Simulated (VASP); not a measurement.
CdSe: single point with PBE

The system is CdSe.

```
Cd Se
1.0
     4.31902    0.00000    0.00000
    -2.15951    3.74038    0.00000
     0.00000    0.00000    7.04126
Cd Se
2 2
Direct
  0.33333 0.66667 0.99952
  0.66667 0.33333 0.49952
  0.33333 0.66667 0.37548
  0.66667 0.33333 0.87548
```

This cell differs from its parent crystal: strain -0.5%.

```json
{
  "Program": "VASP 6.6.1",
  "Task": "single point",
  "Functional": "PBE",
  "Potentials or basis": "VASP PAW PBE potentials, release 64 (Cd, Se)",
  "Cutoff": "520 eV",
  "k mesh": "12 × 12 × 4",
  "Occupations": "fermi-dirac, width 0.02 eV",
  "Spin": "no spin polarisation",
  "Dipole correction": "no",
  "Further INCAR settings": "ALGO = Normal; EDIFF = 1e-07; NBANDS = 26"
}
```

The pressure is 2.6 GPa and the band gap on the k mesh is 0.64 eV.

Forces in eV/Å, atoms in the order of the input:
```
Cd   0.000  0.000  0.003
Cd   0.000  0.000  0.003
Se   0.000  0.000 -0.003
Se   0.000  0.000 -0.003
```

Stress tensor (GPa, compression positive):
```
2.53 0.00 0.00
0.00 2.53 0.00
0.00 0.00 2.61
```

Levels at points of the mesh, in eV from the valence-band top:
```tsv
k point	band 16	band 17	band 18	band 19	band 20	band 21
(0.00, 0.00, 0.00)	-0.04	0.00	0.00	0.64	2.19	5.86
(0.50, 0.00, 0.00)	-1.82	-1.31	-0.74	3.20	3.33	4.78
(0.00, 0.00, 0.50)	-0.39	-0.39	-0.39	2.35	2.35	5.84
(0.50, 0.00, 0.50)	-1.34	-1.32	-1.32	2.93	2.93	4.85
```

Run time: 55 s on 1 thread of Intel(R) Xeon(R) 6975P-C (Granite Rapids) (shared host), peak memory 0.32 GiB.

Caveat: the cell differs from its parent crystal (strain -0.5%).
